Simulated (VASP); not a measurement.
# GaSi (F-43m) in VASP: further runs, part 2 of 3

VASP 6.6.1. Earlier steps stand in the parts before.

## Step 4: Single point, PBEsol

File INCAR:

```
ALGO = Normal
EDIFF = 1E-6
ENCUT = 500
GGA = PS
GGA_COMPAT = False
ISIF = 2
ISMEAR = -1
LASPH = True
LCHARG = False
LREAL = False
LWAVE = False
NBANDS = 16
NELM = 120
PREC = Accurate
SIGMA = 0.05
```

File KPOINTS:

```
k-points
0
Gamma
  7 7 7
```

File POSCAR:

```
GaSi
1.0
    0.0000000000      2.7937414436      2.7937414436
    2.7937414436      0.0000000000      2.7937414436
    2.7937414436      2.7937414436      0.0000000000
Ga Si
1 1
Direct
    0.0000000000      0.0000000000      0.0000000000
    0.2500000000      0.2500000000      0.2500000000
```

Potentials or basis: VASP PAW PBE potentials, release 64 (Ga_d, Si).

On the command line:

```console
$ cat potpaw_PBE.64/Ga_d/POTCAR potpaw_PBE.64/Si/POTCAR > POTCAR
$ mpirun -np 1 vasp_std > vasp.out
```

OUTCAR:

```text
EDIFF = 1E-6
   ENCUT = 500
   GGA = PS
   ISIF = 2
   ISMEAR = -1
   LASPH = True
   LREAL = False
   NELM = 120
   PREC = Accurate

 ion  position               nearest neighbor table
   1  0.000  0.000  0.000-   2 2.42   2 2.42   2 2.42   2 2.42
   2  0.250  0.250  0.250-   1 2.42   1 2.42   1 2.42   1 2.42

  LATTYP: Found a face centered cubic cell.
 ALAT       =     5.5874828872

  Lattice vectors:

 A1 = (   0.0000000000,   2.7937414436,   2.7937414436)
 A2 = (   2.7937414436,   0.0000000000,   2.7937414436)
 A3 = (   2.7937414436,   2.7937414436,   0.0000000000)

Analysis of symmetry for initial positions (statically):
=====================================================================
 Subroutine PRICEL returns:
 Original cell was already a primitive cell.

 Routine SETGRP: Setting up the symmetry group for a
 face centered cubic supercell.

 Subroutine GETGRP returns: Found 24 space group operations
 (whereof 24 operations were pure point group operations)
 out of a pool of 48 trial point group operations.

The static configuration has the point symmetry T_d .

Analysis of symmetry for dynamics (positions and initial velocities):
=====================================================================
 Subroutine PRICEL returns:
 Original cell was already a primitive cell.

 Routine SETGRP: Setting up the symmetry group for a
 face centered cubic supercell.

 Subroutine GETGRP returns: Found 24 space group operations
 (whereof 24 operations were pure point group operations)
 out of a pool of 48 trial point group operations.

The dynamic configuration has the point symmetry T_d .

 Subroutine INISYM returns: Found 24 space group operations
 (whereof 24 operations are pure point group operations),
 and found     1 'primitive' translations

----------------------------------------------------------------------------------------

                                     Primitive cell

  volume of cell :      43.6103

  direct lattice vectors                    reciprocal lattice vectors
     0.000000000  2.793741444  2.793741444    -0.178971465  0.178971465  0.178971465
     2.793741444  0.000000000  2.793741444     0.178971465 -0.178971465  0.178971465
     2.793741444  2.793741444  0.000000000     0.178971465  0.178971465 -0.178971465

  length of vectors
     3.950947039  3.950947039  3.950947039     0.309987671  0.309987671  0.309987671

  position of ions in fractional coordinates (direct lattice)
     0.000000000  0.000000000  0.000000000
     0.250000000  0.250000000  0.250000000

  ion indices of the primitive-cell ions
   primitive index   ion index
                 1           1
                 2           2

----------------------------------------------------------------------------------------

 KPOINTS: k-points

Automatic generation of k-mesh.
 Grid dimensions read from file:
 generate k-points for:    7    7    7

 Generating k-lattice:

  Cartesian coordinates                     Fractional coordinates (reciprocal lattice)
    -0.025567352  0.025567352  0.025567352     0.142857143  0.000000000  0.000000000
     0.025567352 -0.025567352  0.025567352     0.000000000  0.142857143  0.000000000
     0.025567352  0.025567352 -0.025567352     0.000000000  0.000000000  0.142857143

  Length of vectors
     0.044283953  0.044283953  0.044283953

  Shift w.r.t. Gamma in fractional coordinates (k-lattice)
     0.000000000  0.000000000  0.000000000

 Subroutine IBZKPT returns following result:
 ===========================================

 Found     20 irreducible k-points:

 Following reciprocal coordinates:
            Coordinates               Weight
  0.000000  0.000000  0.000000      1.000000
  0.142857  0.000000  0.000000      8.000000
  0.285714  0.000000  0.000000      8.000000
  0.428571  0.000000  0.000000      8.000000
  0.142857  0.142857  0.000000      6.000000
  0.285714  0.142857  0.000000     24.000000
[... 12 lines left out ...]
 -0.428571  0.428571  0.142857     24.000000
 -0.285714  0.428571  0.142857     24.000000
   k-points           NKPTS =     20   k-points in BZ     NKDIM =     20   number of bands    NBANDS=     16
   number of dos      NEDOS =    301   number of ions     NIONS =      2
   total plane-waves  NPLWV =  27000
   dimension x,y,z NGX =    30 NGY =   30 NGZ =   30
   dimension x,y,z NGXF=    60 NGYF=   60 NGZF=   60
   ions per type =               1   1
   NGX,Y,Z   is equivalent  to a cutoff of  12.62, 12.62, 12.62 a.u.
   NGXF,Y,Z  is equivalent  to a cutoff of  25.25, 25.25, 25.25 a.u.
 SYSTEM =  unknown system
   PREC   = accura    normal or accurate (medium, high low for compatibility)
   ISTART =      0    job   : 0-new  1-cont  2-samecut
   ICHARG =      2    charge: 1-file 2-atom 10-const
   ISPIN  =      1    spin polarized calculation?
   LNONCOLLINEAR =      F non collinear calculations
   LSORBIT =      F    spin-orbit coupling
   LASPH  =      T    aspherical Exc in radial PAW
   ENCUT  =  500.0 eV  36.75 Ry    6.06 a.u.   7.20  7.20  7.20*2*pi/ulx,y,z
   NELM   =    120;   NELMIN=  2; NELMDL= -5     # of ELM steps
   EDIFF  = 0.1E-05   stopping-criterion for ELM
   LREAL  =      F    real-space projection
   EDIFFG = 0.1E-04   stopping-criterion for IOM
   NSW    =      0    number of steps for IOM
   IBRION =     -1    ionic relax: 0-MD 1-quasi-New 2-CG
   NFREE  =      0    steps in history (QN), initial steepest desc. (CG)
   ISIF   =      2    stress and relaxation
   ISYM   =      2    0-nonsym 1-usesym 2-fastsym
   POTIM  = 0.5000    time-step for ionic-motion
   TEBEG  =    0.0;   TEEND  =   0.0 temperature during run
   PSTRESS=    0.0 pullay stress
   NELECT =      17.0000    total number of electrons
   NUPDOWN=      -1.0000    fix difference up-down
   EMIN   =  10.00;   EMAX   =-10.00  energy-range for DOS
   EFERMI =   0.00;   METHOD = LEGACY
   ISMEAR =    -1;   SIGMA  =   0.05  broadening in eV -4-tet -1-fermi 0-gaus
   EFERMI_NEDOS =   21; number of points for ismear=-14 and -15
   IALGO  =     38    algorithm
   IMIX   =      4    mixing-type and parameters
     AMIX     =   0.40;   BMIX     =  1.00
     AMIX_MAG =   1.60;   BMIX_MAG =  1.00
  volume/ion in A,a.u.               =      21.81       147.15
  Fermi-wavevector in a.u.,A,eV,Ry     =   1.195900  2.259924 19.458742  1.430177
  Thomas-Fermi vector in A             =   2.331854
   LORBIT       =      0    0 simple, 1 ext, 2 COOP (PROOUT), +10 PAW based schemes
   GGA     = PS    functional components
   LHFCALC =     F    Hartree Fock is set to
   AEXX    =    0.0000 exact exchange contribution
   IVDW    =     0    specifies the selected vdW correction
   LEPSILON=     F    determine dielectric tensor
   LRPA    =     F    only Hartree local field effects (RPA)
 non-spin polarized calculation
  energy-cutoff  :      500.00
  volume of cell :       43.61
 maximum number of plane-waves:      1117
 NGX is ok and might be reduce to    30
   NGX = 15   NGY = 15   NGZ = 15

 number of electron      17.0000013 magnetization

 Free energy of the ion-electron system (eV)
  ---------------------------------------------------
  ext. energy  EPLUGINS =         0.00000000
  ---------------------------------------------------
  free energy    TOTEN  =        -8.44861821 eV

  energy without entropy =       -8.43408580  energy(sigma->0) =       -8.44135201

 E-fermi :   3.7647     XC(G=0):  -9.7142

 val. band max:        3.7269119263   @ k =   0.1429   0.1429   0.0000
 cond. band min:       3.8280035173   @ k =   0.2857   0.1429   0.0000
 fundamental gap:      0.1010915910
 Fermi energy:         3.7646680837

 k-point     1 :       0.0000    0.0000    0.0000
  band No.  band energies     occupation
      1     -10.4149      2.00000
      2     -10.4149      2.00000
      3     -10.4149      2.00000
      4     -10.3350      2.00000
      5     -10.3350      2.00000
      6      -6.6567      2.00000
[... 8 lines left out ...]
     15      13.6428      0.00000
     16      13.6428      0.00000
[... 343 lines left out ...]
 k-point    20 :      -0.2857    0.4286    0.1429
  band No.  band energies     occupation
      1     -10.4444      2.00000
      2     -10.3888      2.00000
      3     -10.3718      2.00000
      4     -10.3473      2.00000
      5     -10.3276      2.00000
      6      -3.0172      2.00000
[... 8 lines left out ...]
     15      15.7367      0.00000
     16      18.4310      0.00000

------------------------ aborting loop because EDIFF is reached ----------------------------------------

  FORCE on cell =-STRESS in cart. coord.  units (eV):
  Direction    XX          YY          ZZ          XY          YZ          ZX
  --------------------------------------------------------------------------------------
  -------------------------------------------------------------------------------------
  Total       -0.0138621     -0.0138621     -0.0138621     -0.0000000     -0.0000000     -0.0000000
  in kB       -0.5092743     -0.5092743     -0.5092743     -0.0000000     -0.0000000     -0.0000000
  external PRESSURE =      -0.5092743 kB  Pullay stress =       0.0000000 kB

 VOLUME and BASIS-vectors are now :
 -----------------------------------------------------------------------------
  energy-cutoff  :      500.00
  volume of cell :       43.61
      direct lattice vectors                 reciprocal lattice vectors
     0.000000000  2.793741444  2.793741444    -0.178971465  0.178971465  0.178971465
     2.793741444  0.000000000  2.793741444     0.178971465 -0.178971465  0.178971465
     2.793741444  2.793741444  0.000000000     0.178971465  0.178971465 -0.178971465

 POSITION                                       TOTAL-FORCE (eV/Angst)
 -----------------------------------------------------------------------------------
      0.00000      0.00000      0.00000         0.000000     -0.000000      0.000000
      1.39687      1.39687      1.39687        -0.000000      0.000000     -0.000000
 -----------------------------------------------------------------------------------
    total drift:                               -0.000000     -0.000000     -0.000000

  FREE ENERGIE OF THE ION-ELECTRON SYSTEM (eV)
  ---------------------------------------------------
  free  energy   TOTEN  =        -8.4486182082 eV

  energy  without entropy=       -8.4340858042  energy(sigma->0) =       -8.44135201
```

stdout:

```text
POSCAR found type information on POSCAR GaSi
 POSCAR found :  2 types and       2 ions
 scaLAPACK will be used
 -----------------------------------------------------------------------------
|                                                                             |
|                                                                             |
|     You enforced a specific xc type in the INCAR file but a different       |
|     I HOPE YOU KNOW WHAT YOU ARE DOING!                                     |
|                                                                             |
 -----------------------------------------------------------------------------

 LDA part: xc-table for (Slater+PW92), standard interpolation
 POSCAR, INCAR and KPOINTS ok, starting setup
 FFT: planning ... GRIDC
 FFT: planning ... GRID_SOFT
 FFT: planning ... GRID
 WAVECAR not read
 entering main loop
```

It took 23 s on 1 thread of Intel Xeon 8259CL, shared host; peak memory 0.17 GiB.

What came out:

- Free energy: -8.4486 eV
- Pressure: -0.1 GPa

Levels at points of the mesh, in eV from the Fermi level:
| k point | band 7 | band 8 | band 9 | band 10 | band 11 | band 12 |
| --- | --- | --- | --- | --- | --- | --- |
| (0.00, 0.00, 0.00) | 1.79 | 1.79 | 1.79 | 4.03 | 4.21 | 4.21 |

Caveat: the PAW data sets were made with another functional, which shifts forces and pressure a little.

(Part 2 of 3 ends here.)
